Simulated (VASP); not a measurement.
Wanted: the native input for a VASP 6.6.1 run.

| Quantity | Value |
| --- | --- |
| Task | single point |
| Functional | LDA |
| Potentials or basis | VASP PAW LDA potentials, release 64 (C) |
| Cutoff | 520 eV |
| k mesh | 12 × 12 × 12 |
| Occupations | gaussian, width 0.05 eV |
| Spin | no spin polarisation |
| Dipole correction | no |
| Further INCAR settings | ALGO = Normal; EDIFF = 1e-06; NBANDS = 11 |

The structure of C lies in POSCAR:

```
C
1.0
    0.0000000000      1.7229125689      1.9437899602
    1.7229125689      0.0000000000      1.9437899602
    1.7229125689      1.7229125689      0.0000000000
C
2
Direct
    0.5000000000      0.5000000000      0.5000000000
    0.7500000000      0.7500000000      0.7500000000
```

This cell differs from its parent crystal: volume 5.770 Å^3 an atom, c/a of the conventional cell 1.1282.

These files were run (other wordings do the same):

INCAR

```
SYSTEM = C
  ALGO = Normal
  EDIFF = 1E-6
  ENCUT = 520
  ISIF = 2
  ISMEAR = 0
  LASPH = .TRUE.
  LCHARG = .FALSE.
  LREAL = .FALSE.
  LWAVE = .FALSE.
  NBANDS = 11
  NELM = 80
  PREC = Accurate
  SIGMA = 0.05
```

KPOINTS

```
k-points
0
G
  12 12 12
  0 0 0
```

Potentials or basis: VASP PAW LDA potentials, release 64 (C).

Launch:

```sh
$ cat potpaw_LDA.64/C/POTCAR > POTCAR
$ mpirun -np 1 vasp_std > vasp.out
```

It gave:

| Property | Result |
| --- | --- |
| Pressure | -18.2 GPa |
| Band gap on the k mesh | 2.60 eV, indirect (least direct gap 4.46 eV) |

Wall time 11 s on 1 thread of Intel Xeon 6975P-C, with other jobs on the host, peak memory 0.12 GiB.
